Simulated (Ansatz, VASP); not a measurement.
**NaCl in VASP and in Ansatz**

INCAR

```
ALGO     = Normal         # electronic algorithm
EDIFF    = 1E-6           # SCF threshold, eV
ENCUT    = 520            # plane-wave cutoff, eV
GGA      = PS             # functional
ISIF     = 2              # what is computed and relaxed
ISMEAR   = 0              # smearing method
LASPH    = T              # aspherical terms in the spheres
LCHARG   = F              # write CHGCAR
LREAL    = F              # projectors in reciprocal space
LWAVE    = F              # write WAVECAR
NBANDS   = 14             # bands
NELM     = 60             # most SCF steps
PREC     = Accurate       # precision mode
SIGMA    = 0.01           # smearing width, eV
```

KPOINTS

```
k-points
0
Gamma
  8 8 8
```

Contents of POSCAR:

```
NaCl
1.0
    2.7398560400      2.7398560400      0.0000000000
   -2.7398560400      2.7398560400      0.0000000000
    0.0000000000      2.7398560400      2.7398560400
Na Cl
1 1
Direct
    0.0000000000      0.0000000000      0.0000000000
    0.5000000000      0.5000000000      0.0000000000
```

Input for Ansatz:

```yaml
crystal:
  lattice:
    - [2.73985603999, 2.73985603999, 0.0]
    - [-2.73985603999, 2.73985603999, 0.0]
    - [0.0, 2.73985603999, 2.73985603999]
  atoms:
    - { symbol: Na, position: [0.0, 0.0, 0.0] }
    - { symbol: Cl, position: [0.5, 0.5, 0.0] }
kpoints:
  mp_grid: { grid: [8, 8, 8] }
scf:
  occupations: { method: fixed }
  convergence: { dr2_threshold: 1.0e-10 }
hamiltonian:
  xc: pbesol
  pseudopotentials: { kind: all_electron, lapw: { basis_error: 0.0005 } }
output:
  forces: true
  stress: true
  eigenstates:
    kpoints:
      - [0.0, 0.0, 0.0]
      - [-0.5, -0.5, -0.5]
      - [-0.5, 0.5, 0.0]
      - [0.0, 0.0, -0.5]
      - [0.0, -0.5, -0.5]
      - [0.0, 0.5, 0.0]
      - [-0.5, 0.0, 0.0]
      - [-0.5, 0.0, -0.5]
  eigenvalues: true
```

Alike in both runs: task single point; functional PBEsol; k mesh 8 × 8 × 8; no spin polarisation.

```csv
,VASP,Ansatz
version,VASP 6.6.1,Ansatz 0.2.0
potentials or method,"VASP PAW PBE potentials, release 64 (Na_pv, Cl), cutoff 520 eV","all-electron LAPW, scalar-relativistic"
occupations,"gaussian, width 0.01 eV",fixed
```

|  | VASP | Ansatz | Ansatz less VASP |
| --- | --- | --- | --- |
| gap on the k mesh at the Fermi level (eV) | 5.27 | 5.27 | +0.005 |
| pressure (GPa) | 2.0 | 2.0 | -0.04 |

VASP's potentials were made for PBE, not for PBEsol. Ansatz ran all-electron here, and VASP with PAW potentials.
